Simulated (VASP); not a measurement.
**Pd: single point with LDA**

Pd:

```
Pd
1.0
     0.00000    1.94650    1.94650
     1.94650    0.00000    1.94650
     1.94650    1.94650    0.00000
Pd
1
Direct
  0.00000 0.00000 0.00000
```

* Program: VASP 6.6.1
* Task: single point
* Functional: LDA
* Potentials or basis: VASP PAW LDA potentials, release 64 (Pd)
* Cutoff: 500 eV
* k mesh: 12 × 12 × 12
* Occupations: fermi-dirac, width 0.0272 eV
* Spin: no spin polarisation
* Dipole correction: no
* Further INCAR settings: ALGO = Normal; EDIFF = 1e-06; NBANDS = 11

```
Pressure               : -8.5 GPa
Band gap on the k mesh : zero (band 5 reaches 9.87 eV, above the bottom of band 6 at 8.29 eV)
```

Levels at points of the mesh, in eV from the Fermi level:
```csv
k point,band 3,band 4,band 5,band 6,band 7,band 8
"(0.00, 0.00, 0.00)",-2.84,-2.84,-1.20,-1.20,17.18,21.90
"(0.50, 0.00, 0.00)",-2.88,0.01,0.01,0.99,7.28,16.55
"(0.50, 0.50, 0.00)",-0.01,0.32,0.32,3.29,10.75,13.10
```

It took 5.3 s on 1 thread of AMD EPYC 9R45 96-Core Processor (Zen 5), with other jobs on the host, peak memory 0.09 GiB.
